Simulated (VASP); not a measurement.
A run of VASP 6.6.1 is set up as follows.

The input INCAR:

```
PREC = Accurate
ENCUT = 520
EDIFF = 1E-6
ISMEAR = -1
SIGMA = 0.1
LREAL = False
LASPH = True
NELM = 80
ALGO = Normal
ISIF = 2
LWAVE = False
LCHARG = False
GGA = PS
NBANDS = 13
```

Contents of KPOINTS:

```
Automatic mesh
0
Gamma
  12 12 12
```

File POSCAR:

```
W
1.0
    0.0000000000      2.0025642044      2.0025642044
    2.0025642044      0.0000000000      2.0025642044
    2.0025642044      2.0025642044      0.0000000000
W
1
Direct
    0.0000000000      0.0000000000      0.0000000000
```

Potentials or basis: VASP PAW PBE potentials, release 64 (W_sv).

Run with:

```bash
$ cat potpaw_PBE.64/W_sv/POTCAR > POTCAR
$ mpirun -np 1 vasp_std > vasp.out
```

**Question.** Estimate the band gap on the k mesh.

**Answer.** Zero (band 7 reaches 13.80 eV, above the bottom of band 8 at 10.03 eV).

**Question.** What does it give for the pressure?

**Answer.** -1.2 GPa.

Caveat: the PAW data sets were made with another functional, which shifts forces and pressure a little; spin-orbit coupling is left out, which moves the levels of the heavy elements.
